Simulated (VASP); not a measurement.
## SnO: single point with PBE+D3(BJ)

System: SnO, a slab with vacuum.

```
CELL_PARAMETERS angstrom
3.82015 0.00030 0.00000
-0.00031 3.82015 0.00000
0.00000 0.00000 22.22607
ATOMIC_POSITIONS crystal
Sn 0.99995 0.99995 0.20246
Sn 0.49995 0.49995 0.30878
Sn 0.74995 0.99995 0.48875
Sn 0.24995 0.49995 0.59507
O 0.99995 0.49995 0.25562
O 0.49995 0.99995 0.25562
O 0.74995 0.49995 0.54191
O 0.24995 0.99995 0.54191
```

This cell differs from its parent crystal: layers slid over each other.

| Item | Value |
| --- | --- |
| Program | VASP 6.6.1 |
| Task | single point |
| Functional | PBE |
| Dispersion | D3(BJ) |
| Potentials or basis | VASP PAW PBE potentials, release 64 (Sn_d, O) |
| Cutoff | 520 eV |
| k mesh | 7 × 7 × 1 |
| Occupations | gaussian, width 0.05 eV |
| Spin | no spin polarisation |
| Dipole correction | yes |
| Further INCAR settings | ALGO = Normal; EDIFF = 1e-06; NBANDS = 50 |

```yaml
Largest_force: 0.163 eV/Å
Band_gap_on_the_k_mesh: 2.51 eV (least direct gap 2.54 eV)
Dispersion_energy_per_atom: -0.157 eV
```

Forces on the atoms (eV/Å):
```
Sn  -0.004  0.000 -0.077
Sn  -0.015  0.000  0.163
Sn   0.015  0.000 -0.163
Sn   0.004  0.000  0.077
O   -0.022  0.000  0.013
O    0.008  0.000  0.013
O   -0.008  0.000 -0.013
O    0.022  0.000 -0.013
```

Levels at points of the mesh, in eV from the valence-band top:
| k point | band 38 | band 39 | band 40 | band 41 | band 42 | band 43 |
| --- | --- | --- | --- | --- | --- | --- |
| (0.00, 0.00, 0.00) | -1.98 | -0.66 | -0.03 | 2.51 | 2.83 | 2.84 |

Wall time 5.6 min on 1 thread of Intel(R) Xeon(R) Platinum 8488C (Sapphire Rapids), with other jobs on the host, peak memory 0.45 GiB.

Caveat: the cell differs from its parent crystal (layers slid over each other); spin-orbit coupling is left out, which moves the levels of the heavy elements.
